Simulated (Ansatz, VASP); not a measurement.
# SiC in VASP and in Ansatz

The input POSCAR:

```
SiC
1.0
    0.0000000000      2.1127107805      2.2192378392
    2.1127107805      0.0000000000      2.2192378392
    2.1127107805      2.1127107805      0.0000000000
Si C
1 1
Direct
    0.0000000000      0.0000000000      0.0000000000
    0.2500000000      0.2500000000      0.2500000000
```

The input INCAR.step1:

```
SYSTEM = SiC
ALGO     = Normal         ! electronic algorithm
EDIFF    = 1E-4           ! SCF threshold, eV
ENCUT    = 520            ! plane-wave cutoff, eV
GGA      = PE             ! functional
ISMEAR   = 0              ! smearing method
LASPH    = .True.         ! aspherical terms in the spheres
LCHARG   = .False.        ! write CHGCAR
LREAL    = .False.        ! projectors in reciprocal space
LWAVE    = .True.         ! write WAVECAR
NBANDS   = 11             ! bands
NELM     = 60             ! most SCF steps
PREC     = Accurate       ! precision mode
SIGMA    = 0.01           ! smearing width, eV
```

File INCAR.step2:

```
SYSTEM = SiC
ALGO     = Normal         ! electronic algorithm
EDIFF    = 1E-7           ! SCF threshold, eV
ENCUT    = 520            ! plane-wave cutoff, eV
ISIF     = 2              ! what is computed and relaxed
ISMEAR   = 0              ! smearing method
ISTART   = 1            
LASPH    = .True.         ! aspherical terms in the spheres
LCHARG   = .False.        ! write CHGCAR
LMIXTAU  = .True.       
LREAL    = .False.        ! projectors in reciprocal space
LWAVE    = .False.        ! write WAVECAR
METAGGA  = R2SCAN         ! meta-GGA
NBANDS   = 11             ! bands
NELM     = 60             ! most SCF steps
PREC     = Accurate       ! precision mode
SIGMA    = 0.01           ! smearing width, eV
```

File KPOINTS:

```
k-points
0
Gamma
  10 10 10
  0 0 0
```

Input for Ansatz:

```yaml
crystal:
  lattice:
    - [0.0, 2.1127107805, 2.2192378392]
    - [2.1127107805, 0.0, 2.2192378392]
    - [2.1127107805, 2.1127107805, 0.0]
  atoms:
    - { symbol: Si, position: [0.0, 0.0, 0.0] }
    - { symbol: C, position: [0.25, 0.25, 0.25] }
kpoints:
  mp_grid: { grid: [10, 10, 10] }
  band_path:
    path:
      - [0.0, 0.0, 0.0]
      - [-0.5, -0.5, 0.0]
      - [-0.375, -0.375, 0.25]
      - [-0.375, 0.0, 0.375]
      - [0.0, 0.0, 0.5]
      - [-0.5, -0.25, 0.25]
      - [0.054688, 0.054688, 0.109375]
      - [0.0, 0.5, 0.5]
    npoints: 1
hamiltonian:
  xc: r2scan
scf:
  occupations: { method: fixed }
  n_extra_bands: 4
output:
  forces: true
  stress: true
  eigenvalues: true
```

Change from the starting cell: epitaxial_xy strain -3.0%.

Alike in both runs: task single point; functional r2SCAN; k mesh 10 × 10 × 10; no spin polarisation.

```csv
,VASP,Ansatz
version,VASP 6.6.1,Ansatz 0.2.0
potentials or method,"VASP PAW PBE potentials, release 64 (Si, C)","plane waves, PAW"
plane-wave cutoff (eV),520,500
occupations,"gaussian, width 0.01 eV",fixed
valence electrons in the cell,8,8
```

|  | VASP | Ansatz | Ansatz less VASP |
| --- | --- | --- | --- |
| gap on the k mesh at the Fermi level (eV) | 1.42 | 1.41 | -0.012 |
| pressure (GPa) | 10.0 | 10.3 | +0.22 |
| traceless stress, the component that is largest in VASP (GPa) | -10.31 | -10.26 | +0.046 |

VASP's potentials were made for PBE, not for r2SCAN.
